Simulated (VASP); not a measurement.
# SnTe (CsCl type) (Pm-3m) in VASP: notebook, part 2 of 2

VASP 6.6.1. The steps go on from the part before.

## (3) Single point, PBE (volume scaled by 0.88)

Input file INCAR:

```
  PREC = Accurate
  ENCUT = 520
  EDIFF = 1E-6
  ISMEAR = -1
  SIGMA = 0.05
  LREAL = F
  LASPH = T
  NELM = 100
  ALGO = Normal
  ISIF = 2
  LWAVE = F
  LCHARG = F
  GGA = PE
  NBANDS = 17
```

Input file KPOINTS:

```
regular mesh
0
Gamma
  13 13 13
```

Input file POSCAR:

```
SnTe
1.0
    3.7263975104      0.0000000000      0.0000000000
    0.0000000000      3.7263975104      0.0000000000
    0.0000000000      0.0000000000      3.7263975104
Sn Te
1 1
Direct
    0.0000000000      0.0000000000      0.0000000000
    0.5000000000      0.5000000000      0.5000000000
```

Potentials or basis: VASP PAW PBE potentials, release 64 (Sn_d, Te).

The run is started by

```console
cat potpaw_PBE.64/Sn_d/POTCAR potpaw_PBE.64/Te/POTCAR > POTCAR
mpirun -np 1 vasp_std > vasp.out
```

OUTCAR:

```text
PREC = Accurate
   ENCUT = 520
   EDIFF = 1E-6
   ISMEAR = -1
   LREAL = F
   LASPH = T
   NELM = 100
   ISIF = 2
   GGA = PE

 ion  position               nearest neighbor table
   1  0.000  0.000  0.000-   2 3.23   2 3.23   2 3.23   2 3.23   2 3.23   2 3.23   2 3.23   2 3.23

   2  0.500  0.500  0.500-   1 3.23   1 3.23   1 3.23   1 3.23   1 3.23   1 3.23   1 3.23   1 3.23

  LATTYP: Found a simple cubic cell.
 ALAT       =     3.7263975104

  Lattice vectors:

 A1 = (   3.7263975104,   0.0000000000,   0.0000000000)
 A2 = (   0.0000000000,   3.7263975104,   0.0000000000)
 A3 = (   0.0000000000,   0.0000000000,   3.7263975104)

Analysis of symmetry for initial positions (statically):
=====================================================================
 Subroutine PRICEL returns:
 Original cell was already a primitive cell.

 Routine SETGRP: Setting up the symmetry group for a
 simple cubic supercell.

 Subroutine GETGRP returns: Found 48 space group operations
 (whereof 48 operations were pure point group operations)
 out of a pool of 48 trial point group operations.

The static configuration has the point symmetry O_h .

Analysis of symmetry for dynamics (positions and initial velocities):
=====================================================================
 Subroutine PRICEL returns:
 Original cell was already a primitive cell.

 Routine SETGRP: Setting up the symmetry group for a
 simple cubic supercell.

 Subroutine GETGRP returns: Found 48 space group operations
 (whereof 48 operations were pure point group operations)
 out of a pool of 48 trial point group operations.

The dynamic configuration has the point symmetry O_h .

 Subroutine INISYM returns: Found 48 space group operations
 (whereof 48 operations are pure point group operations),
 and found     1 'primitive' translations

----------------------------------------------------------------------------------------

                                     Primitive cell

  volume of cell :      51.7449

  direct lattice vectors                    reciprocal lattice vectors
     3.726397510  0.000000000  0.000000000     0.268355697  0.000000000  0.000000000
     0.000000000  3.726397510  0.000000000     0.000000000  0.268355697  0.000000000
     0.000000000  0.000000000  3.726397510     0.000000000  0.000000000  0.268355697

  length of vectors
     3.726397510  3.726397510  3.726397510     0.268355697  0.268355697  0.268355697

  position of ions in fractional coordinates (direct lattice)
     0.000000000  0.000000000  0.000000000
     0.500000000  0.500000000  0.500000000

  ion indices of the primitive-cell ions
   primitive index   ion index
                 1           1
                 2           2

----------------------------------------------------------------------------------------

 KPOINTS: regular mesh

Automatic generation of k-mesh.
 Grid dimensions read from file:
 generate k-points for:   13   13   13

 Generating k-lattice:

  Cartesian coordinates                     Fractional coordinates (reciprocal lattice)
     0.020642746  0.000000000  0.000000000     0.076923077  0.000000000  0.000000000
     0.000000000  0.020642746  0.000000000     0.000000000  0.076923077  0.000000000
     0.000000000  0.000000000  0.020642746     0.000000000  0.000000000  0.076923077

  Length of vectors
     0.020642746  0.020642746  0.020642746

  Shift w.r.t. Gamma in fractional coordinates (k-lattice)
     0.000000000  0.000000000  0.000000000

 Subroutine IBZKPT returns following result:
 ===========================================

 Found     84 irreducible k-points:

 Following reciprocal coordinates:
            Coordinates               Weight
  0.000000  0.000000  0.000000      1.000000
  0.076923  0.000000  0.000000      6.000000
  0.153846  0.000000  0.000000      6.000000
  0.230769  0.000000  0.000000      6.000000
  0.307692  0.000000  0.000000      6.000000
  0.384615  0.000000  0.000000      6.000000
[... 16 lines left out ...]
  0.307692  0.307692  0.000000     12.000000
  0.384615  0.307692  0.000000     24.000000
 [... further k-points ...]
   k-points           NKPTS =     84   k-points in BZ     NKDIM =     84   number of bands    NBANDS=     17
   number of dos      NEDOS =    301   number of ions     NIONS =      2
   total plane-waves  NPLWV =  21952
   dimension x,y,z NGX =    28 NGY =   28 NGZ =   28
   dimension x,y,z NGXF=    56 NGYF=   56 NGZF=   56
   ions per type =               1   1
   NGX,Y,Z   is equivalent  to a cutoff of  12.49, 12.49, 12.49 a.u.
   NGXF,Y,Z  is equivalent  to a cutoff of  24.98, 24.98, 24.98 a.u.
 SYSTEM =  unknown system
   PREC   = accura    normal or accurate (medium, high low for compatibility)
   ISTART =      0    job   : 0-new  1-cont  2-samecut
   ICHARG =      2    charge: 1-file 2-atom 10-const
   ISPIN  =      1    spin polarized calculation?
   LNONCOLLINEAR =      F non collinear calculations
   LSORBIT =      F    spin-orbit coupling
   LASPH  =      T    aspherical Exc in radial PAW
   ENCUT  =  520.0 eV  38.22 Ry    6.18 a.u.   6.93  6.93  6.93*2*pi/ulx,y,z
   NELM   =    100;   NELMIN=  2; NELMDL= -5     # of ELM steps
   EDIFF  = 0.1E-05   stopping-criterion for ELM
   LREAL  =      F    real-space projection
   EDIFFG = 0.1E-04   stopping-criterion for IOM
   NSW    =      0    number of steps for IOM
   IBRION =     -1    ionic relax: 0-MD 1-quasi-New 2-CG
   NFREE  =      0    steps in history (QN), initial steepest desc. (CG)
   ISIF   =      2    stress and relaxation
   ISYM   =      2    0-nonsym 1-usesym 2-fastsym
   POTIM  = 0.5000    time-step for ionic-motion
   TEBEG  =    0.0;   TEEND  =   0.0 temperature during run
   PSTRESS=    0.0 pullay stress
   NELECT =      20.0000    total number of electrons
   NUPDOWN=      -1.0000    fix difference up-down
   EMIN   =  10.00;   EMAX   =-10.00  energy-range for DOS
   EFERMI =   0.00;   METHOD = LEGACY
   ISMEAR =    -1;   SIGMA  =   0.05  broadening in eV -4-tet -1-fermi 0-gaus
   EFERMI_NEDOS =   21; number of points for ismear=-14 and -15
   IALGO  =     38    algorithm
   IMIX   =      4    mixing-type and parameters
     AMIX     =   0.40;   BMIX     =  1.00
     AMIX_MAG =   1.60;   BMIX_MAG =  1.00
  volume/ion in A,a.u.               =      25.87       174.60
  Fermi-wavevector in a.u.,A,eV,Ry     =   1.192511  2.253519 19.348600  1.422082
  Thomas-Fermi vector in A             =   2.328547
   LORBIT       =      0    0 simple, 1 ext, 2 COOP (PROOUT), +10 PAW based schemes
   GGA     = PE    functional components
   LHFCALC =     F    Hartree Fock is set to
   AEXX    =    0.0000 exact exchange contribution
   IVDW    =     0    specifies the selected vdW correction
   LEPSILON=     F    determine dielectric tensor
   LRPA    =     F    only Hartree local field effects (RPA)
 non-spin polarized calculation
  energy-cutoff  :      520.00
  volume of cell :       51.74
 maximum number of plane-waves:      1414
 NGX is ok and might be reduce to    28
   NGX = 13   NGY = 13   NGZ = 13

 number of electron      20.0000017 magnetization

 Free energy of the ion-electron system (eV)
  ---------------------------------------------------
  ext. energy  EPLUGINS =         0.00000000
  ---------------------------------------------------
  free energy    TOTEN  =        -6.95326665 eV

  energy without entropy =       -6.94407462  energy(sigma->0) =       -6.94867064

 E-fermi :   8.9113     XC(G=0): -10.5285

 val. band max:        8.8562989356   @ k =   0.4615   0.0769   0.0000
 cond. band min:       8.9151181088   @ k =   0.3077   0.1538   0.1538
 fundamental gap:      0.0588191732
 Fermi energy:         8.9113416392

 k-point     1 :       0.0000    0.0000    0.0000
  band No.  band energies     occupation
      1     -12.7586      2.00000
      2     -12.7586      2.00000
      3     -12.6999      2.00000
      4     -12.6999      2.00000
      5     -12.6999      2.00000
      6      -4.4911      2.00000
[... 9 lines left out ...]
     16      20.3107      0.00000
     17      20.3107      0.00000
[... 441 lines left out ...]
 k-point    24 :       0.3846    0.3077    0.0000
  band No.  band energies     occupation
      1     -12.7371      2.00000
      2     -12.7355      2.00000
      3     -12.7144      2.00000
      4     -12.7103      2.00000
      5     -12.6920      2.00000
      6      -2.5434      2.00000
[... 9 lines left out ...]
     16      17.6305      0.00000
     17      18.5667      0.00000

 [... further k-points ...]

------------------------ aborting loop because EDIFF is reached ----------------------------------------

  FORCE on cell =-STRESS in cart. coord.  units (eV):
  Direction    XX          YY          ZZ          XY          YZ          ZX
  --------------------------------------------------------------------------------------
  -------------------------------------------------------------------------------------
  Total        2.2229919      2.2229919      2.2229919      0.0000000      0.0000000     -0.0000000
  in kB       68.8304998     68.8304998     68.8304998      0.0000000      0.0000000     -0.0000000
  external PRESSURE =      68.8304998 kB  Pullay stress =       0.0000000 kB

 VOLUME and BASIS-vectors are now :
 -----------------------------------------------------------------------------
  energy-cutoff  :      520.00
  volume of cell :       51.74
      direct lattice vectors                 reciprocal lattice vectors
     3.726397510  0.000000000  0.000000000     0.268355697  0.000000000  0.000000000
     0.000000000  3.726397510  0.000000000     0.000000000  0.268355697  0.000000000
     0.000000000  0.000000000  3.726397510     0.000000000  0.000000000  0.268355697

 POSITION                                       TOTAL-FORCE (eV/Angst)
 -----------------------------------------------------------------------------------
      0.00000      0.00000      0.00000         0.000000      0.000000      0.000000
      1.86320      1.86320      1.86320         0.000000      0.000000      0.000000
 -----------------------------------------------------------------------------------
    total drift:                               -0.000000      0.000000     -0.000000

  FREE ENERGIE OF THE ION-ELECTRON SYSTEM (eV)
  ---------------------------------------------------
  free  energy   TOTEN  =        -6.9532666529 eV

  energy  without entropy=       -6.9440746204  energy(sigma->0) =       -6.94867064
```

stdout:

```text
POSCAR found type information on POSCAR SnTe
 POSCAR found :  2 types and       2 ions
 scaLAPACK will be used
 LDA part: xc-table for (Slater+PW92), standard interpolation
 POSCAR, INCAR and KPOINTS ok, starting setup
 FFT: planning ... GRIDC
 FFT: planning ... GRID_SOFT
 FFT: planning ... GRID
 WAVECAR not read
 entering main loop
```

Run time: 36 s. Hardware: 1 thread of AMD EPYC 7R13 (Zen 3), shared host; peak memory 0.18 GiB.

What came out:

* Free energy: -6.9533 eV
* Pressure: 6.9 GPa
* Band gap on the k mesh: zero (band 10 reaches 9.57 eV, above the bottom of band 11 at 7.23 eV)

Caveat: spin-orbit coupling is left out, which moves the levels of the heavy elements.
